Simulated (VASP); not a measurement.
Here is a VASP 6.6.1 calculation.

The input POSCAR:

```
FeO
1.0
    1.5188209000      0.8768916600      2.5195772800
   -1.5188209000      0.8768916600      2.5195772800
    0.0000000000     -3.5075666300      5.0391545700
Fe O
2 2
Direct
    0.0000000000      0.0000000000      0.0000000000
    0.0000000000      0.0000000000      0.5000000000
    0.5000000000      0.5000000000      0.2500000000
    0.5000000000      0.5000000000      0.7500000000
```

The input INCAR.step1:

```
SYSTEM = FeO
  ALGO = Normal
  EDIFF = 1E-4
  ENCUT = 520
  GGA = PE
  ISMEAR = -1
  ISPIN = 2
  LASPH = .TRUE.
  LCHARG = .FALSE.
  LMAXMIX = 4
  LREAL = .FALSE.
  LUSENCCL = .FALSE.
  LWAVE = .TRUE.
  MAGMOM = 4 -4 0 0
  NBANDS = 26
  NELM = 150
  PREC = Accurate
  SIGMA = 0.05
```

File INCAR.step2:

```
SYSTEM = FeO
  ALGO = Normal
  EDIFF = 1E-6
  ENCUT = 520
  ISIF = 2
  ISMEAR = -1
  ISPIN = 2
  ISTART = 1
  LASPH = .TRUE.
  LCHARG = .FALSE.
  LMAXMIX = 4
  LMIXTAU = .TRUE.
  LORBIT = 11
  LREAL = .FALSE.
  LUSENCCL = .FALSE.
  LWAVE = .FALSE.
  MAGMOM = 4 -4 0 0
  METAGGA = R2SCAN
  NBANDS = 26
  NELM = 150
  PREC = Accurate
  SIGMA = 0.05
```

File KPOINTS:

```
k-points
0
G
  9 9 5
  0 0 0
```

Potentials or basis: VASP PAW PBE potentials, release 64 (Fe, O).

Run with:

```sh
$ cat potpaw_PBE.64/Fe/POTCAR potpaw_PBE.64/O/POTCAR > POTCAR
$ cp INCAR.step1 INCAR
$ mpirun -np 1 vasp_std > vasp.out
$ cp INCAR.step2 INCAR
$ mpirun -np 1 vasp_std > vasp.out
```

Problem. Estimate the site moments.

Solution. Fe +3.57, -3.57; O +0.00 μB.

Problem. Estimate the band gap on the k mesh.

Solution. Zero (filled and empty bands overlap).

Problem. Estimate the pressure.

Solution. -5.7 GPa.

Stress tensor (GPa, compression positive):
```
-7.86  0.00  0.00
 0.00 -0.49 -2.92
 0.00 -2.92 -8.87
```

Caveat: the PAW data sets were made with another functional, which shifts forces and pressure a little; semilocal functionals often make such compounds metallic where correlation or magnetic order opens a gap, which also shifts bond lengths. With open d or f shells a metallic result of r2SCAN can be an artefact of self-interaction; +U or a hybrid may open a gap.
